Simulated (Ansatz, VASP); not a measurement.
## PbS in VASP and in Ansatz

The input INCAR:

```
PREC = Accurate
ENCUT = 520
EDIFF = 1E-6
ISMEAR = -1
SIGMA = 0.01
LREAL = False
LASPH = True
NELM = 100
ALGO = Normal
ISIF = 2
LWAVE = False
LCHARG = True
GGA = PE
LELF = True
LVHAR = True
NBANDS = 17
```

KPOINTS

```
regular mesh
0
Gamma
  7 7 7
```

Contents of POSCAR:

```
PbS
1.0
   -0.0444750000      2.9650000000      2.9650000000
    2.9650000000     -0.0444750000      2.9650000000
    2.9205250000      2.9205250000      0.0000000000
Pb S
1 1
Direct
    0.0000000000      0.0000000000      0.0000000000
    0.5000000000      0.5000000000      0.5000000000
```

Input for Ansatz:

```yaml
crystal:
  lattice:
    - [-0.044475, 2.965, 2.965]
    - [2.965, -0.044475, 2.965]
    - [2.920525, 2.920525, 0.0]
  atoms:
    - { symbol: Pb, position: [0.0, 0.0, 0.0] }
    - { symbol: S, position: [0.5, 0.5, 0.5] }
kpoints:
  mp_grid: { grid: [7, 7, 7] }
scf:
  occupations: { method: fermi_dirac, width: 0.01 }
hamiltonian:
  xc: pbe
  pseudopotentials: { kind: all_electron, lapw: { basis_error: 0.00025 } }
output:
  forces: true
  stress: true
  eigenvalues: true
```

Change from the starting cell: xy shear strain of -3 %.

Alike in both runs: task single point; functional PBE; k mesh 7 × 7 × 7; occupations fermi-dirac, width 0.01 eV; no spin polarisation.

|  | VASP | Ansatz |
| --- | --- | --- |
| version | VASP 6.6.1 | Ansatz 0.2.0 |
| potentials or method | VASP PAW PBE potentials, release 64 (Pb_d, S), cutoff 520 eV | all-electron LAPW, scalar-relativistic |

```csv
,VASP,Ansatz,Ansatz less VASP
gap on the k mesh at the Fermi level (eV),0.82,0.82,-0.003
pressure (GPa),2.1,2.2,+0.09
"traceless stress, the component that is largest in VASP (GPa)",0.58,0.58,-0.001
```

Ansatz ran all-electron here, and VASP with PAW potentials.

Neither program's run includes spin-orbit coupling.
